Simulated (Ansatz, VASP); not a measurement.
Cs in VASP and in Ansatz

The input INCAR:

```
SYSTEM = Cs
ALGO = Normal
EDIFF = 1E-6
ENCUT = 520
GGA = PE
ISIF = 2
ISMEAR = -1
LASPH = .TRUE.
LCHARG = .FALSE.
LREAL = .FALSE.
LWAVE = .FALSE.
NBANDS = 10
NELM = 80
PREC = Accurate
SIGMA = 0.05
```

Contents of KPOINTS:

```
k-points
0
G
  9 9 9
  0 0 0
```

The input POSCAR:

```
Cs
1.0
   -3.0225000000      3.0225000000      3.0225000000
    3.0225000000     -3.0225000000      3.0225000000
    3.0225000000      3.0225000000     -3.0225000000
Cs
1
Direct
    0.0000000000      0.0000000000      0.0000000000
```

Input for Ansatz:

```yaml
crystal:
  lattice:
    - [-3.0225, 3.0225, 3.0225]
    - [3.0225, -3.0225, 3.0225]
    - [3.0225, 3.0225, -3.0225]
  atoms:
    - { symbol: Cs, position: [0.0, 0.0, 0.0] }
kpoints:
  mp_grid: { grid: [9, 9, 9] }
  band_path:
    path:
      - [0.0, 0.0, 0.0]
      - [0.5, -0.5, 0.5]
      - [0.0, 0.0, 0.5]
      - [0.0, 0.0, 0.0]
      - [0.25, 0.25, 0.25]
      - [0.5, -0.5, 0.5]
      - [0.25, 0.25, 0.25]
      - [0.0, 0.0, 0.5]
    npoints: 5
scf:
  occupations: { method: fermi_dirac, width: 0.05 }
hamiltonian:
  xc: pbe
  pseudopotentials:
    kind: all_electron
    lapw: { basis_error: 0.001 }
    relativity: none
output:
  forces: true
  stress: true
  eigenvalues: true
```

Alike in both runs: task single point; functional PBE; k mesh 9 × 9 × 9; occupations fermi-dirac, width 0.05 eV; no spin polarisation.

|  | VASP | Ansatz |
| --- | --- | --- |
| version | VASP 6.6.1 | Ansatz 0.2.0 |
| potentials or method | VASP PAW PBE potentials, release 64 (Cs_sv), cutoff 520 eV | all-electron LAPW, non-relativistic |

|  | VASP | Ansatz | Ansatz less VASP |
| --- | --- | --- | --- |
| pressure (GPa) | 0.1 | 0.3 | +0.14 |

Ansatz ran all-electron here, and VASP with PAW potentials.

Neither program's run includes spin-orbit coupling.
